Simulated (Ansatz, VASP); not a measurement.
KCl: VASP beside Ansatz

```
K Cl
1.0
     0.00000    3.12535    3.12535
     3.12535    0.00000    3.12535
     3.12535    3.12535    0.00000
K Cl
1 1
Direct
  0.00000 0.00000 0.00000
  0.50000 0.50000 0.50000
```

Change from the starting cell: volume scaled by 0.98.

Alike in both runs: task single point; functional PBEsol; k mesh 7 × 7 × 7; occupations fermi-dirac, width 0.05 eV; no spin polarisation.

```csv
,VASP,Ansatz
version,VASP 6.6.1,Ansatz 0.2.0
potentials or method,"VASP PAW PBE potentials, release 64 (K_sv, Cl), cutoff 520 eV","all-electron LAPW, scalar-relativistic"
```

Ansatz gave:

| Item | Value |
| --- | --- |
| gap on the k mesh at the Fermi level (eV) | 5.09 |
| least direct gap on the mesh (eV) | 5.09 |
| pressure (GPa) | -0.1 |

**Question.** Estimate VASP's values.

**Answer.** gap on the k mesh at the Fermi level (eV): 5.09; least direct gap on the mesh (eV): 5.09; pressure (GPa): 0.0.

VASP's potentials were made for PBE, not for PBEsol. Ansatz ran all-electron here, and VASP with PAW potentials.
